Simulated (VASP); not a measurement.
Write the native input for VASP 6.6.1 that does the following.

* Task: single point
* Functional: LDA
* Potentials or basis: VASP PAW LDA potentials, release 64 (Al, C)
* Cutoff: 520 eV
* k mesh: 2 × 2 × 2
* Occupations: gaussian, width 0.15 eV
* Spin: no spin polarisation
* Dipole correction: no
* Further INCAR settings: LREAL = Auto; ALGO = Normal; EDIFF = 1e-07; NBANDS = 72

The structure of Al32C (a cell with a defect) lies in POSCAR:

```
Al32C
1.0
    8.1000000000      0.0000000000      0.0000000000
    0.0000000000      8.1000000000      0.0000000000
    0.0000000000      0.0000000000      8.1000000000
Al C
32 1
Direct
    0.5430704938      0.0254607407      0.0000748148
    0.7571974074      0.2622833333      0.0001419753
    0.7525619753      0.0008138272      0.2600569136
   -0.0090602469      0.0034845679      0.0001474074
    0.2466558025      0.2592330864      0.0001472840
    0.5016629630      0.4966044444      0.0001116049
    0.7535313580      0.7484977778      0.0001113580
    0.2497448148      0.0004081481      0.2392012346
    0.5000662963      0.2558387654      0.2573767901
    0.7494259259      0.5007248148      0.2513543210
    0.4974733333     -0.0026162963      0.5001122222
    0.7507198765      0.2518806173      0.5001496296
    0.7525787654      0.0007879012      0.7401956790
   -0.0121481481      0.4929624691      0.0001425926
    0.2247108642      0.7070611111      0.0000739506
    0.0010111111      0.2491406173      0.2492424691
    0.2493277778      0.4975797531      0.2600654321
    0.5029665432      0.7471875309      0.2457387654
    0.0021320988      0.0017238272      0.5001561728
    0.2484183951      0.2480049383      0.5001558025
    0.4993569136      0.5012461728      0.5001261728
    0.7489044444      0.7507946914      0.5001265432
    0.2498708642      0.0002822222      0.7614295062
    0.5000317284      0.2558240741      0.7428970370
    0.7494675309      0.5006840741      0.7489044444
   -0.0057004938      0.7500738272      0.2573850617
   -0.0017295062      0.4994295062      0.5001497531
    0.2527572840      0.7526790123      0.5001122222
    0.0010483951      0.2491037037      0.7510267901
    0.2493532099      0.4975628395      0.7401864198
    0.5031014815      0.7470532099      0.7543612346
   -0.0056862963      0.7501083951      0.7428888889
    0.3296695062      0.9204834568      0.0005448148
```

These files were run (other wordings do the same):

INCAR

```
PREC     = Accurate       # precision mode
ENCUT    = 520            # plane-wave cutoff, eV
EDIFF    = 1E-7           # SCF threshold, eV
ISMEAR   = 0              # smearing method
SIGMA    = 0.15           # smearing width, eV
LREAL    = Auto         
LASPH    = True           # aspherical terms in the spheres
NELM     = 100            # most SCF steps
ALGO     = Normal         # electronic algorithm
ISIF     = 2              # what is computed and relaxed
LWAVE    = False          # write WAVECAR
LCHARG   = False          # write CHGCAR
GGA      = CA             # functional
NBANDS   = 72             # bands
```

KPOINTS

```
regular mesh
0
Gamma
  2 2 2
```

Potentials or basis: VASP PAW LDA potentials, release 64 (Al, C).

The run is started by

```bash
$ cat potpaw_LDA.64/Al/POTCAR potpaw_LDA.64/C/POTCAR > POTCAR
$ mpirun -np 1 vasp_std > vasp.out
```

Results of the run:

| Property | Result |
| --- | --- |
| Pressure | -2.6 GPa |
| Largest force | 0.830 eV/Å |
| Band gap on the k mesh | zero (band 50 reaches 7.89 eV, above the bottom of band 51 at 7.12 eV) |

Caveat: the k points lie up to 0.39 Å⁻¹ apart.

Wall time 4.3 min on 1 thread of Intel(R) Xeon(R) 6975P-C (Granite Rapids), with other jobs on the host, peak memory 0.48 GiB.
